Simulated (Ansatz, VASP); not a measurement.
**HfCo: VASP beside Ansatz**

```
Hf Co
1.0
     3.13204    0.00000    0.00000
     0.00000    3.13204    0.00000
     0.00000    0.00000    3.13204
Hf Co
1 1
Direct
  0.50000 0.50000 0.50000
  0.00000 0.00000 0.00000
```

Alike in both runs: task single point; functional PBEsol; k mesh 9 × 9 × 9; occupations fermi-dirac, width 0.05 eV; collinear spin.

|  | VASP | Ansatz |
| --- | --- | --- |
| version | VASP 6.6.1 | Ansatz 0.2.0 |
| potentials or method | VASP PAW PBE potentials, release 64 (Hf_pv, Co), cutoff 520 eV | all-electron (LAPW or listed datasets) |

```csv
,VASP,Ansatz,Ansatz less VASP
net moment per atom (μB),0.15,0.16,+0.008
size of the moment on the site where the two differ most (μB),0.37,0.40,+0.028
```

VASP's potentials were made for PBE, not for PBEsol. Site moments also hang on the region over which each program counts them. Ansatz ran all-electron here, and VASP with PAW potentials.

Spin-orbit coupling is off throughout.
